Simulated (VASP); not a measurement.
The system is C.

```
C
1.0
     2.50327    0.00000    0.00000
    -1.25163    2.16790    0.00000
     0.00000    0.00000    4.16872
C
4
Direct
  0.33333 0.66667 0.06273
  0.66667 0.33333 0.56273
  0.33333 0.66667 0.43727
  0.66667 0.33333 0.93727
```

Base run:

```yaml
Program: VASP 6.6.1
Functional: r2SCAN
Potentials_or_basis: VASP PAW PBE potentials, release 64 (C_h)
Cutoff: 910 eV
k_mesh: 8 × 8 × 4
Occupations: fermi-dirac, width 0.05 eV
Spin: no spin polarisation
```

Its results: band gap on the k mesh 3.97 eV, indirect (least direct gap 5.24 eV); pressure -0.8 GPa.

Question: The run is repeated on the same cell with these changes: potentials or basis from VASP PAW PBE potentials, release 64 (C_h) to VASP PAW PBE potentials, release 64 (C); cutoff from 910 eV to 520 eV; further incar settings from ALGO = Normal; EDIFF = 1e-06; NBANDS = 16 to ALGO = Normal; EDIFF = 1e-07; NBANDS = 16. What comes out?

Answer: Band gap on the k mesh 3.94 eV, indirect (least direct gap 5.19 eV); pressure 1.1 GPa.

Caveats: the PAW data sets were made with another functional, which shifts forces and pressure a little; the cutoff is under 1.25 times the usual one of these potentials, so pressure, stress and relaxed cells hold a basis-set (Pulay) error (some runs).

A k mesh can miss the band edges.
